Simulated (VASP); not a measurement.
# MgSe3 (P6/mmm) in VASP: a series of runs, part 3 of 4

VASP 6.6.1.

### 5 Relaxation of cell and atoms, PBE

File INCAR:

```
SYSTEM = MgSe3
  PREC = Accurate
  ENCUT = 600
  EDIFF = 1E-7
  ISMEAR = 0
  SIGMA = 0.1
  LREAL = .FALSE.
  LASPH = .TRUE.
  NELM = 80
  ALGO = Normal
  ISIF = 3
  LWAVE = .FALSE.
  LCHARG = .FALSE.
  GGA = PE
  IBRION = 2
  NSW = 90
  EDIFFG = -0.04
```

File KPOINTS:

```
regular mesh
0
G
  6 6 4
  0 0 0
```

File POSCAR:

```
MgSe3
1.0
    3.5266785800      0.0000000000      0.0000000000
   -1.7633392900      3.0541932400      0.0000000000
    0.0000000000      0.0000000000      7.0950343000
Mg Se
1 3
Direct
    0.0000000000      0.0000000000      0.0000000000
    0.5000000000      0.0000000000      0.5000000000
    0.0000000000      0.5000000000      0.5000000000
    0.5000000000      0.5000000000      0.5000000000
```

Potentials or basis: VASP PAW PBE potentials, release 64 (Mg, Se).

Launch:

```
cat potpaw_PBE.64/Mg/POTCAR potpaw_PBE.64/Se/POTCAR > POTCAR
mpirun -np 1 vasp_std > vasp.out
```

OUTCAR:

```text
SYSTEM = MgSe3
   PREC = Accurate
   ENCUT = 600
   EDIFF = 1E-7
   ISMEAR = 0
   LREAL = .FALSE.
   LASPH = .TRUE.
   NELM = 80
   ISIF = 3
   GGA = PE
   IBRION = 2
   NSW = 90
   EDIFFG = -0.04

 ion  position               nearest neighbor table
   1  0.000  0.000  0.000-
   2  0.500  0.000  0.500-   3 1.76   4 1.76   4 1.76   3 1.76
   3  0.000  0.500  0.500-   2 1.76   2 1.76   4 1.76   4 1.76
   4  0.500  0.500  0.500-   2 1.76   2 1.76   3 1.76   3 1.76

  LATTYP: Found a hexagonal cell.
 ALAT       =     3.5266785800
 C/A-ratio  =     2.0118176746

  Lattice vectors:

 A1 = (   3.5266785800,   0.0000000000,   0.0000000000)
 A2 = (  -1.7633392900,   3.0541932400,   0.0000000000)
 A3 = (   0.0000000000,   0.0000000000,   7.0950343000)

Analysis of symmetry for initial positions (statically):
=====================================================================
 Subroutine PRICEL returns:
 Original cell was already a primitive cell.

 Routine SETGRP: Setting up the symmetry group for a
 hexagonal supercell.

 Subroutine GETGRP returns: Found 24 space group operations
 (whereof 24 operations were pure point group operations)
 out of a pool of 24 trial point group operations.

The static configuration has the point symmetry D_6h.

Analysis of symmetry for dynamics (positions and initial velocities):
=====================================================================
 Subroutine PRICEL returns:
 Original cell was already a primitive cell.

 Routine SETGRP: Setting up the symmetry group for a
 hexagonal supercell.

 Subroutine GETGRP returns: Found 24 space group operations
 (whereof 24 operations were pure point group operations)
 out of a pool of 24 trial point group operations.

The dynamic configuration has the point symmetry D_6h.

 Subroutine INISYM returns: Found 24 space group operations
 (whereof 24 operations are pure point group operations),
 and found     1 'primitive' translations

----------------------------------------------------------------------------------------

                                     Primitive cell

  volume of cell :      76.4217

  direct lattice vectors                    reciprocal lattice vectors
     3.526678580  0.000000000  0.000000000     0.283552917  0.163709353  0.000000000
    -1.763339290  3.054193240  0.000000000     0.000000000  0.327418706  0.000000000
     0.000000000  0.000000000  7.095034300     0.000000000  0.000000000  0.140943646

  length of vectors
     3.526678580  3.526678579  7.095034300     0.327418706  0.327418706  0.140943646

  position of ions in fractional coordinates (direct lattice)
     0.000000000  0.000000000  0.000000000
     0.500000000  0.000000000  0.500000000
     1.000000000  0.500000000  0.500000000
     0.500000000  0.500000000  0.500000000

  ion indices of the primitive-cell ions
   primitive index   ion index
                 1           1
                 2           2
                 3           3
                 4           4

----------------------------------------------------------------------------------------

 KPOINTS: regular mesh

Automatic generation of k-mesh.
 Grid dimensions read from file:
 generate k-points for:    6    6    4

 Generating k-lattice:

  Cartesian coordinates                     Fractional coordinates (reciprocal lattice)
     0.047258820  0.027284892  0.000000000     0.166666667  0.000000000  0.000000000
     0.000000000  0.054569784  0.000000000     0.000000000  0.166666667  0.000000000
     0.000000000  0.000000000  0.035235911     0.000000000  0.000000000  0.250000000

  Length of vectors
     0.054569784  0.054569784  0.035235911

  Shift w.r.t. Gamma in fractional coordinates (k-lattice)
     0.000000000  0.000000000  0.000000000

 Subroutine IBZKPT returns following result:
 ===========================================

 Found     21 irreducible k-points:

 Following reciprocal coordinates:
            Coordinates               Weight
  0.000000  0.000000  0.000000      1.000000
  0.166667 -0.000000  0.000000      6.000000
  0.333333 -0.000000  0.000000      6.000000
  0.500000 -0.000000  0.000000      3.000000
  0.166667  0.166667  0.000000      6.000000
  0.333333  0.166667  0.000000     12.000000
[... 13 lines left out ...]
  0.333333  0.166667  0.500000     12.000000
  0.333333  0.333333  0.500000      2.000000
   k-points           NKPTS =     21   k-points in BZ     NKDIM =     21   number of bands    NBANDS=     14
   number of dos      NEDOS =    301   number of ions     NIONS =      4
   total plane-waves  NPLWV =  47040
   dimension x,y,z NGX =    28 NGY =   28 NGZ =   60
   dimension x,y,z NGXF=    56 NGYF=   56 NGZF=  120
   ions per type =               1   3
   NGX,Y,Z   is equivalent  to a cutoff of  13.20, 13.20, 14.06 a.u.
   NGXF,Y,Z  is equivalent  to a cutoff of  26.40, 26.40, 28.12 a.u.
 SYSTEM =  MgSe3
   PREC   = accura    normal or accurate (medium, high low for compatibility)
   ISTART =      0    job   : 0-new  1-cont  2-samecut
   ICHARG =      2    charge: 1-file 2-atom 10-const
   ISPIN  =      1    spin polarized calculation?
   LNONCOLLINEAR =      F non collinear calculations
   LSORBIT =      F    spin-orbit coupling
   LASPH  =      T    aspherical Exc in radial PAW
   ENCUT  =  600.0 eV  44.10 Ry    6.64 a.u.   7.04  7.04 14.17*2*pi/ulx,y,z
   NELM   =     80;   NELMIN=  2; NELMDL= -5     # of ELM steps
   EDIFF  = 0.1E-06   stopping-criterion for ELM
   LREAL  =      F    real-space projection
   EDIFFG = -.4E-01   stopping-criterion for IOM
   NSW    =     90    number of steps for IOM
   IBRION =      2    ionic relax: 0-MD 1-quasi-New 2-CG
   NFREE  =      1    steps in history (QN), initial steepest desc. (CG)
   ISIF   =      3    stress and relaxation
   ISYM   =      2    0-nonsym 1-usesym 2-fastsym
   POTIM  = 0.5000    time-step for ionic-motion
   TEBEG  =    0.0;   TEEND  =   0.0 temperature during run
   PSTRESS=    0.0 pullay stress
   NELECT =      20.0000    total number of electrons
   NUPDOWN=      -1.0000    fix difference up-down
   EMIN   =  10.00;   EMAX   =-10.00  energy-range for DOS
   EFERMI =   0.00;   METHOD = LEGACY
   ISMEAR =     0;   SIGMA  =   0.10  broadening in eV -4-tet -1-fermi 0-gaus
   EFERMI_NEDOS =   21; number of points for ismear=-14 and -15
   IALGO  =     38    algorithm
   IMIX   =      4    mixing-type and parameters
     AMIX     =   0.40;   BMIX     =  1.00
     AMIX_MAG =   1.60;   BMIX_MAG =  1.00
  volume/ion in A,a.u.               =      19.11       128.93
  Fermi-wavevector in a.u.,A,eV,Ry     =   1.047159  1.978843 14.919353  1.096541
  Thomas-Fermi vector in A             =   2.182027
   LORBIT       =      0    0 simple, 1 ext, 2 COOP (PROOUT), +10 PAW based schemes
   GGA     = PE    functional components
   LHFCALC =     F    Hartree Fock is set to
   AEXX    =    0.0000 exact exchange contribution
   IVDW    =     0    specifies the selected vdW correction
   LEPSILON=     F    determine dielectric tensor
   LRPA    =     F    only Hartree local field effects (RPA)
 conjugate gradient relaxation of ions
 non-spin polarized calculation
 Gauss-broadening in eV      SIGMA  =   0.10
  energy-cutoff  :      600.00
  volume of cell :       76.42
 maximum number of plane-waves:      2584
   NGX = 15   NGY = 15   NGZ = 29

--------------------------------------- Ionic step        1  -------------------------------------------

 number of electron      20.0000002 magnetization

 Free energy of the ion-electron system (eV)
  ---------------------------------------------------
  ext. energy  EPLUGINS =         0.00000000
  ---------------------------------------------------
  free energy    TOTEN  =        35.06195754 eV

  energy without entropy =       35.06454399  energy(sigma->0) =       35.06325076

 E-fermi :   6.9265     XC(G=0):  -9.4925

 val. band max:        6.9013315128   @ k =   0.5000  -0.0000   0.5000
 cond. band min:       7.0463673625   @ k =   0.0000   0.0000   0.5000
 fundamental gap:      0.1450358497
 Fermi energy:         6.9265307105
[... 1181 lines left out ...]
      1      -5.7429      2.00000
      2      -5.7429      2.00000
      3      -4.5113      2.00000
      4      -1.3054      2.00000
      5      -1.3054      2.00000
      6      -0.3636      2.00000
      7       3.1226      2.00000
      8       3.8062      2.00000
      9       3.8062      2.00000
     10       6.1511      0.00000
     11       6.1511      0.00000
     12       7.4338      0.00000
     13       7.5214      0.00000
     14       9.1317      0.00000

[... ionic steps 4 to 23 ...]

--------------------------------------- Ionic step       24  -------------------------------------------

 number of electron      19.9999983 magnetization

------------------------ aborting loop because EDIFF is reached ----------------------------------------
[... 71 lines left out ...]
--------------------------------------- Ionic step       26  -------------------------------------------

 number of electron      20.0000003 magnetization

 Free energy of the ion-electron system (eV)
  ---------------------------------------------------
  ext. energy  EPLUGINS =         0.00000000
  ---------------------------------------------------
  free energy    TOTEN  =       -12.04751042 eV

  energy without entropy =      -12.03954080  energy(sigma->0) =      -12.04352561

 E-fermi :   4.7450     XC(G=0):  -9.7907

 val. band max:        4.7340246361   @ k =   0.3333   0.1667   0.5000
 cond. band min:       4.7743396224   @ k =   0.3333  -0.0000   0.5000
 fundamental gap:      0.0403149863
 Fermi energy:         4.7449781522
[... 386 lines left out ...]
  FREE ENERGIE OF THE ION-ELECTRON SYSTEM (eV)
  ---------------------------------------------------
  free  energy   TOTEN  =       -12.0475104205 eV

  energy  without entropy=      -12.0395408045  energy(sigma->0) =      -12.04352561

 reached required accuracy - stopping structural energy minimisation
```

OSZICAR:

```text
N       E                     dE             d eps       ncg     rms          rms(c)
DAV:   1     0.205601100376E+03    0.20560E+03   -0.98320E+03   588   0.138E+03
DAV:   2     0.454601621398E+02   -0.16014E+03   -0.15175E+03   870   0.229E+02
DAV:   3     0.333000888219E+02   -0.12160E+02   -0.11907E+02   780   0.742E+01
[... 372 lines left out ...]
DAV:   3    -0.120475153840E+02    0.20162E-03   -0.67276E-04   606   0.136E-01    0.141E-02
DAV:   4    -0.120475110567E+02    0.43273E-05   -0.24575E-05   618   0.288E-02    0.812E-03
DAV:   5    -0.120475101892E+02    0.86753E-06   -0.37564E-06   654   0.112E-02    0.246E-03
DAV:   6    -0.120475103676E+02   -0.17843E-06   -0.18568E-07   446   0.258E-03    0.787E-04
DAV:   7    -0.120475104205E+02   -0.52940E-07   -0.13421E-08   300   0.765E-04
  26 F= -.12047510E+02 E0= -.12043526E+02  d E =-.724082E-02
```

CONTCAR:

```text
MgSe3
   1.00000000000000
     5.8247619768271530    0.0000000000000000    0.0000000000000000
    -2.9123809884135765    5.0443918389895428   -0.0000000000000000
     0.0000000000000000   -0.0000000000000000    2.9507008420139429
  Mg              Se
     1     3
Direct
     0.0000000000000000    0.0000000000000000    0.0000000000000000
     0.5000000000000000    0.0000000000000000    0.5000000000000000
     0.0000000000000000    0.5000000000000000    0.5000000000000000
     0.5000000000000000    0.5000000000000000    0.5000000000000000

  0.00000000E+00  0.00000000E+00  0.00000000E+00
  0.00000000E+00  0.00000000E+00  0.00000000E+00
  0.00000000E+00  0.00000000E+00  0.00000000E+00
  0.00000000E+00  0.00000000E+00  0.00000000E+00
```

Wall time 7.2 min (1 thread of Intel Xeon Platinum 8559C (Emerald Rapids), shared host); peak memory 0.22 GiB.

Results:

```yaml
Free_energy: -12.0475 eV
Relaxed_volume: 21.67 Å³/atom
Relaxed_cell: a = 5.825 Å, b = 5.825 Å, c = 2.951 Å, α = 90.00°, β = 90.00°, γ = 120.00°
Space_group_after_relaxing_to_0.05_Å: P6/mmm (No. 191)
Energy_gained_by_relaxing: 11777.4 meV/atom
Ionic_steps: 26
Pressure_after_relaxing: 0.0 GPa
Band_gap_on_the_k_mesh: zero (band 10 reaches 6.28 eV, above the bottom of band 11 at 3.34 eV)
```

Step by step:
| step | energy change (eV) | largest force (eV/Å) | pressure (GPa) | volume (Å³) |
| --- | --- | --- | --- | --- |
| 1 | 0.0000 | 0.0000 | 224.10 | 76.42 |
| 2 | -30.2394 | 0.0000 | -3.30 | 652.32 |
| 3 | -32.9022 | 0.0000 | -3.20 | 562.92 |
| 4 | -34.7144 | 0.0000 | -3.13 | 499.78 |
| 5 | -42.9127 | 0.0000 | -4.80 | 242.31 |
| 6 | -44.1480 | 0.0000 | 7.42 | 147.83 |
| 7 | -44.5865 | 0.0000 | -3.66 | 196.29 |
| 8 | -44.9595 | 0.0000 | -0.42 | 171.21 |
| 9 | -44.9618 | 0.0000 | -0.87 | 173.49 |
| 10 | -45.0261 | 0.0000 | -0.94 | 169.19 |
| 11 | -45.2681 | 0.0000 | -1.21 | 156.28 |
| 12 | -45.8886 | 0.0000 | -1.14 | 130.41 |
| 13 | -46.6298 | 0.0000 | 11.12 | 78.47 |
| 14 | -46.6518 | 0.0000 | 1.26 | 100.97 |
| 15 | -46.7079 | 0.0000 | 3.47 | 92.55 |
| 16 | -46.7833 | 0.0000 | 2.85 | 91.89 |
| 17 | -46.9541 | 0.0000 | 1.15 | 89.52 |
| 18 | -47.0046 | 0.0000 | 0.92 | 88.16 |
| 19 | -47.0522 | 0.0000 | 1.58 | 85.01 |
| 20 | -44.7615 | 0.0000 | 18.29 | 76.89 |
| 21 | -47.0882 | 0.0000 | 1.96 | 84.29 |
| 22 | -47.0904 | 0.0000 | 2.25 | 83.92 |
| 23 | -47.1014 | 0.0000 | 0.39 | 86.25 |
| 24 | -47.1022 | 0.0000 | 0.76 | 85.76 |
| 25 | -47.1091 | 0.0000 | 0.18 | 86.47 |
| 26 | -47.1095 | 0.0000 | 0.01 | 86.70 |

Final structure:
```xyz
4
Lattice="5.8248 0.0000 0.0000 -2.9124 5.0444 0.0000 0.0000 0.0000 2.9507" Properties=species:S:1:pos:R:3 pbc="T T T"
Mg    0.0000    0.0000    0.0000
Se    2.9124    0.0000    1.4754
Se   -1.4562    2.5222    1.4754
Se    1.4562    2.5222    1.4754
```

Levels at points of the mesh, in eV from the Fermi level:
```tsv
k point	band 8	band 9	band 10	band 11	band 12	band 13
(0.00, 0.00, 0.00)	0.34	0.67	1.54	1.54	2.49	2.49
(0.50, 0.00, 0.00)	-2.82	0.69	1.19	1.37	1.75	2.45
(0.00, 0.00, 0.50)	-3.87	-3.87	0.45	1.57	2.48	2.70
(0.50, 0.00, 0.50)	-2.24	-1.92	-1.39	-1.34	0.89	2.51
```

(Continued in part 4 of 4.)
